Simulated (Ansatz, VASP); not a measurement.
**Ga2O3 in VASP and in Ansatz**

```
Ga O
1.0
     6.13871   -1.52366    0.00363
     6.13871    1.52366    0.00363
    -1.38044    0.00000    5.64418
Ga O
4 6
Direct
  0.34127 0.34127 0.68542
  0.65873 0.65873 0.31458
  0.90948 0.90948 0.20460
  0.09052 0.09052 0.79540
  0.50377 0.50377 0.74407
  0.49623 0.49623 0.25593
  0.82678 0.82678 0.43723
  0.17322 0.17322 0.56277
  0.16528 0.16528 0.10959
  0.83472 0.83472 0.89041
```

Alike in both runs: functional PBEsol; k mesh 10 × 10 × 6; occupations gaussian, width 0.02 eV; no spin polarisation.

Ansatz relaxed the structure, and its values are those at the end. VASP's run is a single point on that final structure, the one shown.

```csv
,VASP,Ansatz
version,VASP 6.6.1,Ansatz 0.2.0
potentials or method,"VASP PAW PBE potentials, release 64 (Ga_d, O), cutoff 520 eV","scalar-relativistic, plane waves, PAW"
valence electrons in the cell,88,88
```

Ansatz gave:

* gap on the k mesh at the Fermi level (eV): 2.22
* least direct gap on the mesh (eV): 2.24
* pressure (GPa): 0.0
* rms of the force components (eV/Å): 0.002

Problem. Which values does VASP return?

Solution. gap on the k mesh at the Fermi level (eV): 2.22; least direct gap on the mesh (eV): 2.24; pressure (GPa): 0.3; rms of the force components (eV/Å): 0.009.

VASP's potentials were made for PBE, not for PBEsol.
